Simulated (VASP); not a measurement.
# Cd2Cu (I4/mmm) in VASP: further runs

Cd2Cu is run at these levels: PBE; tasks: single point.

All numbers are computed with VASP 6.6.1; they aren't measurements. Logs are shortened: lines on timing, memory, paths and dates and some standing lists are left out, and cuts for length are marked.

## Step 1: The cell of the first run

The structure is tetragonal, space group I4/mmm (No. 139). Conventional cell: a = 3.464 Å, b = 3.464 Å, c = 12.030 Å, α = 90.00°, β = 90.00°, γ = 90.00°. Cu (site symmetry 4/mmm) has 10 Cd at 3.12 to 4.09 Å and 4 Cu at 3.46 Å within 4.1 Å. Within 4.1 Å of Cd (site symmetry 4mm) lie 5 Cu at 3.12 to 4.09 Å and 9 Cd at 3.27 to 3.85 Å.

## Step 2: Single point, PBE

The input, INCAR:

```
PREC = Accurate
ENCUT = 520
EDIFF = 1E-6
ISMEAR = -1
SIGMA = 0.0369
LREAL = F
LASPH = T
NELM = 100
ALGO = Normal
ISIF = 2
LWAVE = F
LCHARG = F
GGA = PE
NBANDS = 24
```

The input, KPOINTS:

```
regular mesh
0
Gamma
  5 5 5
```

The input, POSCAR:

```
Cd2Cu
1.0
    0.0000000000      3.4641770000      0.0000000000
    3.4641770000      0.0000000000      0.0000000000
    1.7320890000      1.7320890000     -6.0148720000
Cu Cd
1 2
Direct
    0.0000000000      0.0000000000      0.0000000000
    0.3400000000      0.3400000000      0.3200000000
    0.6600000000      0.6600000000      0.6800000000
```

Potentials or basis: VASP PAW PBE potentials, release 64 (Cu, Cd).

Command:

```sh
$ cat potpaw_PBE.64/Cu/POTCAR potpaw_PBE.64/Cd/POTCAR > POTCAR
$ mpirun -np 1 vasp_std > vasp.out
```

OUTCAR:

```text
PREC = Accurate
   ENCUT = 520
   EDIFF = 1E-6
   ISMEAR = -1
   LREAL = F
   LASPH = T
   NELM = 100
   ISIF = 2
   GGA = PE

 ion  position               nearest neighbor table
   1  0.000  0.000  0.000-   3 3.12   2 3.12   3 3.12   2 3.12   2 3.12   3 3.12   3 3.12   2 3.12

   2  0.340  0.340  0.320-   1 3.12   1 3.12   1 3.12   1 3.12   3 3.27   3 3.27   3 3.27   3 3.27

   3  0.660  0.660  0.680-   1 3.12   1 3.12   1 3.12   1 3.12   2 3.27   2 3.27   2 3.27   2 3.27

  LATTYP: Found a body centered tetragonal cell.
 ALAT       =     3.4641770000
 C/A-ratio  =     3.4726123983

  Lattice vectors:

 A1 = (  -1.7320890000,   1.7320880000,   6.0148720000)
 A2 = (   1.7320880000,  -1.7320890000,   6.0148720000)
 A3 = (   1.7320890000,   1.7320890000,  -6.0148720000)

Analysis of symmetry for initial positions (statically):
=====================================================================
 Subroutine PRICEL returns:
 Original cell was already a primitive cell.

 Routine SETGRP: Setting up the symmetry group for a
 body centered tetragonal supercell.

 Subroutine GETGRP returns: Found 16 space group operations
 (whereof 16 operations were pure point group operations)
 out of a pool of 16 trial point group operations.

The static configuration has the point symmetry D_4h.

Analysis of symmetry for dynamics (positions and initial velocities):
=====================================================================
 Subroutine PRICEL returns:
 Original cell was already a primitive cell.

 Routine SETGRP: Setting up the symmetry group for a
 body centered tetragonal supercell.

 Subroutine GETGRP returns: Found 16 space group operations
 (whereof 16 operations were pure point group operations)
 out of a pool of 16 trial point group operations.

The dynamic configuration has the point symmetry D_4h.

 Subroutine INISYM returns: Found 16 space group operations
 (whereof 16 operations are pure point group operations),
 and found     1 'primitive' translations

----------------------------------------------------------------------------------------

                                     Primitive cell

  volume of cell :      72.1816

  direct lattice vectors                    reciprocal lattice vectors
     0.000000000  3.464177000  0.000000000     0.000000000  0.288668853  0.083127312
     3.464177000  0.000000000  0.000000000     0.288668853  0.000000000  0.083127312
     1.732089000  1.732089000 -6.014872000     0.000000000  0.000000000 -0.166254577

  length of vectors
     3.464177000  3.464177000  6.494532299     0.300399495  0.300399495  0.166254577

  position of ions in fractional coordinates (direct lattice)
     0.000000000  0.000000000  0.000000000
     0.340000000  0.340000000  0.320000000
     0.660000000  0.660000000  0.680000000

  ion indices of the primitive-cell ions
   primitive index   ion index
                 1           1
                 2           2
                 3           3

----------------------------------------------------------------------------------------

 KPOINTS: regular mesh

Automatic generation of k-mesh.
 Grid dimensions read from file:
 generate k-points for:    5    5    5

 Generating k-lattice:

  Cartesian coordinates                     Fractional coordinates (reciprocal lattice)
     0.000000000  0.057733771  0.016625462     0.200000000  0.000000000  0.000000000
     0.057733771  0.000000000  0.016625462     0.000000000  0.200000000  0.000000000
     0.000000000  0.000000000 -0.033250915     0.000000000  0.000000000  0.200000000

  Length of vectors
     0.060079899  0.060079899  0.033250915

  Shift w.r.t. Gamma in fractional coordinates (k-lattice)
     0.000000000  0.000000000  0.000000000

 Subroutine IBZKPT returns following result:
 ===========================================

 Found     18 irreducible k-points:

 Following reciprocal coordinates:
            Coordinates               Weight
  0.000000  0.000000  0.000000      1.000000
  0.200000  0.000000 -0.000000      8.000000
  0.400000  0.000000  0.000000      8.000000
  0.200000  0.200000 -0.000000      8.000000
  0.400000  0.200000 -0.000000     16.000000
 -0.400000  0.200000 -0.000000     16.000000
[... 10 lines left out ...]
  0.000000  0.000000  0.400000      2.000000
 -0.200000  0.000000  0.400000      4.000000
   k-points           NKPTS =     18   k-points in BZ     NKDIM =     18   number of bands    NBANDS=     24
   number of dos      NEDOS =    301   number of ions     NIONS =      3
   total plane-waves  NPLWV =  37632
   dimension x,y,z NGX =    28 NGY =   28 NGZ =   48
   dimension x,y,z NGXF=    56 NGYF=   56 NGZF=   96
   ions per type =               1   2
   NGX,Y,Z   is equivalent  to a cutoff of  13.44, 13.44, 12.29 a.u.
   NGXF,Y,Z  is equivalent  to a cutoff of  26.87, 26.87, 24.57 a.u.
 SYSTEM =  unknown system
   PREC   = accura    normal or accurate (medium, high low for compatibility)
   ISTART =      0    job   : 0-new  1-cont  2-samecut
   ICHARG =      2    charge: 1-file 2-atom 10-const
   ISPIN  =      1    spin polarized calculation?
   LNONCOLLINEAR =      F non collinear calculations
   LSORBIT =      F    spin-orbit coupling
   LASPH  =      T    aspherical Exc in radial PAW
   ENCUT  =  520.0 eV  38.22 Ry    6.18 a.u.   6.44  6.44 12.08*2*pi/ulx,y,z
   NELM   =    100;   NELMIN=  2; NELMDL= -5     # of ELM steps
   EDIFF  = 0.1E-05   stopping-criterion for ELM
   LREAL  =      F    real-space projection
   EDIFFG = 0.1E-04   stopping-criterion for IOM
   NSW    =      0    number of steps for IOM
   IBRION =     -1    ionic relax: 0-MD 1-quasi-New 2-CG
   NFREE  =      0    steps in history (QN), initial steepest desc. (CG)
   ISIF   =      2    stress and relaxation
   ISYM   =      2    0-nonsym 1-usesym 2-fastsym
   POTIM  = 0.5000    time-step for ionic-motion
   TEBEG  =    0.0;   TEEND  =   0.0 temperature during run
   PSTRESS=    0.0 pullay stress
   NELECT =      35.0000    total number of electrons
   NUPDOWN=      -1.0000    fix difference up-down
   EMIN   =  10.00;   EMAX   =-10.00  energy-range for DOS
   EFERMI =   0.00;   METHOD = LEGACY
   ISMEAR =    -1;   SIGMA  =   0.04  broadening in eV -4-tet -1-fermi 0-gaus
   EFERMI_NEDOS =   21; number of points for ismear=-14 and -15
   IALGO  =     38    algorithm
   IMIX   =      4    mixing-type and parameters
     AMIX     =   0.40;   BMIX     =  1.00
     AMIX_MAG =   1.60;   BMIX_MAG =  1.00
  volume/ion in A,a.u.               =      24.06       162.37
  Fermi-wavevector in a.u.,A,eV,Ry     =   1.286141  2.430455 22.506204  1.654159
  Thomas-Fermi vector in A             =   2.418233
   LORBIT       =      0    0 simple, 1 ext, 2 COOP (PROOUT), +10 PAW based schemes
   GGA     = PE    functional components
   LHFCALC =     F    Hartree Fock is set to
   AEXX    =    0.0000 exact exchange contribution
   IVDW    =     0    specifies the selected vdW correction
   LEPSILON=     F    determine dielectric tensor
   LRPA    =     F    only Hartree local field effects (RPA)
 non-spin polarized calculation
  energy-cutoff  :      520.00
  volume of cell :       72.18
 maximum number of plane-waves:      1974
 NGX is ok and might be reduce to    28
   NGX = 13   NGY = 13   NGZ = 25

 number of electron      34.9999992 magnetization

 Free energy of the ion-electron system (eV)
  ---------------------------------------------------
  ext. energy  EPLUGINS =         0.00000000
  ---------------------------------------------------
  free energy    TOTEN  =        -4.34884837 eV

  energy without entropy =       -4.34514695  energy(sigma->0) =       -4.34699766

 E-fermi :   1.8397     XC(G=0): -10.0468

 val. band max:        1.7429927375   @ k =  -0.4000   0.2000  -0.0000
 cond. band min:       1.9376860277   @ k =   0.4000   0.4000   0.0000
 fundamental gap:      0.1946932902
 Fermi energy:         1.8396848436

 k-point     1 :       0.0000    0.0000    0.0000
  band No.  band energies     occupation
      1      -6.9298      2.00000
      2      -6.7995      2.00000
      3      -6.6628      2.00000
      4      -6.5796      2.00000
      5      -6.5796      2.00000
      6      -6.4808      2.00000
[... 16 lines left out ...]
     23      10.4179      0.00000
     24      10.6058      0.00000

 k-point     2 :       0.2000    0.0000   -0.0000
  band No.  band energies     occupation
      1      -6.8662      2.00000
      2      -6.6961      2.00000
      3      -6.6406      2.00000
      4      -6.5944      2.00000
      5      -6.5811      2.00000
      6      -6.5038      2.00000
[... 16 lines left out ...]
     23      10.9518      0.00000
     24      11.8433      0.00000

 k-point     3 :       0.4000    0.0000    0.0000
  band No.  band energies     occupation
      1      -6.8281      2.00000
      2      -6.7462      2.00000
      3      -6.6353      2.00000
      4      -6.6180      2.00000
      5      -6.6021      2.00000
      6      -6.5538      2.00000
[... 16 lines left out ...]
     23      11.3249      0.00000
     24      11.8302      0.00000

 k-point     4 :       0.2000    0.2000   -0.0000
  band No.  band energies     occupation
      1      -6.7801      2.00000
      2      -6.6896      2.00000
      3      -6.6346      2.00000
      4      -6.6110      2.00000
      5      -6.5655      2.00000
      6      -6.5279      2.00000
[... 16 lines left out ...]
     23      10.9289      0.00000
     24      11.4517      0.00000

 k-point     5 :       0.4000    0.2000   -0.0000
  band No.  band energies     occupation
      1      -6.8206      2.00000
      2      -6.7562      2.00000
      3      -6.6933      2.00000
      4      -6.6205      2.00000
      5      -6.5577      2.00000
      6      -6.4815      2.00000
[... 289 lines left out ...]
 k-point    16 :      -0.2000   -0.2000    0.2000
  band No.  band energies     occupation
      1      -6.7867      2.00000
      2      -6.7269      2.00000
      3      -6.6292      2.00000
      4      -6.6162      2.00000
      5      -6.5915      2.00000
      6      -6.5179      2.00000
[... 16 lines left out ...]
     23       8.3974      0.00000
     24       9.5268      0.00000

 k-point    17 :       0.0000    0.0000    0.4000
  band No.  band energies     occupation
      1      -6.9431      2.00000
      2      -6.8595      2.00000
      3      -6.6486      2.00000
      4      -6.6049      2.00000
      5      -6.6049      2.00000
      6      -6.4139      2.00000
[... 16 lines left out ...]
     23      11.2045      0.00000
     24      11.6461      0.00000

 k-point    18 :      -0.2000    0.0000    0.4000
  band No.  band energies     occupation
      1      -6.8810      2.00000
      2      -6.7622      2.00000
      3      -6.6494      2.00000
      4      -6.6218      2.00000
      5      -6.6071      2.00000
      6      -6.4989      2.00000
[... 16 lines left out ...]
     23       8.5299      0.00000
     24      11.1873      0.00000

------------------------ aborting loop because EDIFF is reached ----------------------------------------

  FORCE on cell =-STRESS in cart. coord.  units (eV):
  Direction    XX          YY          ZZ          XY          YZ          ZX
  --------------------------------------------------------------------------------------
  -------------------------------------------------------------------------------------
  Total       -4.0797006     -4.0797006     -3.5726695     -0.0000000      0.0000003      0.0000003
  in kB      -90.5549793    -90.5549793    -79.3006747     -0.0000000      0.0000066      0.0000066
  external PRESSURE =     -86.8035444 kB  Pullay stress =       0.0000000 kB

 VOLUME and BASIS-vectors are now :
 -----------------------------------------------------------------------------
  energy-cutoff  :      520.00
  volume of cell :       72.18
      direct lattice vectors                 reciprocal lattice vectors
     0.000000000  3.464177000  0.000000000     0.000000000  0.288668853  0.083127312
     3.464177000  0.000000000  0.000000000     0.288668853  0.000000000  0.083127312
     1.732089000  1.732089000 -6.014872000     0.000000000  0.000000000 -0.166254577

 POSITION                                       TOTAL-FORCE (eV/Angst)
 -----------------------------------------------------------------------------------
      0.00000      0.00000      0.00000         0.000000      0.000000      0.000000
      1.73209      1.73209     -1.92476        -0.000000     -0.000000      0.442856
      3.46418      3.46418     -4.09011         0.000000      0.000000     -0.442856
 -----------------------------------------------------------------------------------
    total drift:                                0.000000      0.000000     -0.000000

  FREE ENERGIE OF THE ION-ELECTRON SYSTEM (eV)
  ---------------------------------------------------
  free  energy   TOTEN  =        -4.3488483667 eV

  energy  without entropy=       -4.3451469519  energy(sigma->0) =       -4.34699766
```

It took 21 s on 1 thread of AMD EPYC 9R14 (Zen 4), shared host; peak memory 0.16 GiB.

Results:

* Free energy: -4.3488 eV
* Pressure: -8.7 GPa
* Largest force: 0.443 eV/Å

Forces on the atoms (eV/Å):
```
Cu   0.000  0.000  0.000
Cd   0.000  0.000  0.443
Cd   0.000  0.000 -0.443
```

Caveat: the k points lie up to 0.38 Å⁻¹ apart.

(Part 1 of 2 ends here.)
